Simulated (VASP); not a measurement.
Wanted: the native input for a VASP 6.6.1 run.

```
Task                   : single point
Functional             : r2SCAN
Potentials or basis    : VASP PAW PBE potentials, release 64 (Pb_d, Te)
Cutoff                 : 520 eV
k mesh                 : 6 × 6 × 6
Occupations            : gaussian, width 0.01 eV
Spin                   : no spin polarisation
Dipole correction      : no
Further INCAR settings : ALGO = Normal; EDIFF = 1e-06; NBANDS = 17
```

TePb:

```
Pb Te
1.0
     0.00000    3.33193    3.33193
     3.33193    0.00000    3.33193
     3.33193    3.33193    0.00000
Pb Te
1 1
Direct
  0.00000 0.00000 0.00000
  0.50000 0.50000 0.50000
```

One way to write it, as run:

POSCAR

```
TePb
1.0
    0.0000000000      3.3319283467      3.3319283467
    3.3319283467      0.0000000000      3.3319283467
    3.3319283467      3.3319283467      0.0000000000
Pb Te
1 1
Direct
    0.0000000000      0.0000000000      0.0000000000
    0.5000000000      0.5000000000      0.5000000000
```

INCAR.step1

```
SYSTEM = TePb
PREC = Accurate ; ENCUT = 520
ISMEAR = 0 ; SIGMA = 0.01
LREAL = .False. ; LASPH = .True.
NELM = 100 ; NBANDS = 17
GGA = PE ; ALGO = Normal
EDIFF = 1E-4 ; LWAVE = .True.
LCHARG = .False.
```

INCAR.step2

```
SYSTEM = TePb
PREC = Accurate ; ENCUT = 520
EDIFF = 1E-6 ; ISMEAR = 0
SIGMA = 0.01 ; LREAL = .False.
LASPH = .True. ; NELM = 100
ALGO = Normal ; ISIF = 2
LWAVE = .False. ; LCHARG = .False.
METAGGA = R2SCAN ; LMIXTAU = .True.
NBANDS = 17 ; ISTART = 1
```

KPOINTS

```
regular mesh
0
Gamma
  6 6 6
  0 0 0
```

Potentials or basis: VASP PAW PBE potentials, release 64 (Pb_d, Te).

Launch:

```bash
$ cat potpaw_PBE.64/Pb_d/POTCAR potpaw_PBE.64/Te/POTCAR > POTCAR
$ cp INCAR.step1 INCAR
$ mpirun -np 1 vasp_std > vasp.out
$ cp INCAR.step2 INCAR
$ mpirun -np 1 vasp_std > vasp.out
```

Results of the run:

The pressure is -2.2 GPa. The band gap on the k mesh is 1.20 eV.

Caveat: the PAW data sets were made with another functional, which shifts forces and pressure a little; spin-orbit coupling is left out, which moves the levels of the heavy elements.

Wall time 85 s on 1 thread of Intel(R) Xeon(R) Platinum 8259CL CPU @ 2.50GHz (Skylake/Cascade Lake), on a shared host, peak memory 0.22 GiB.
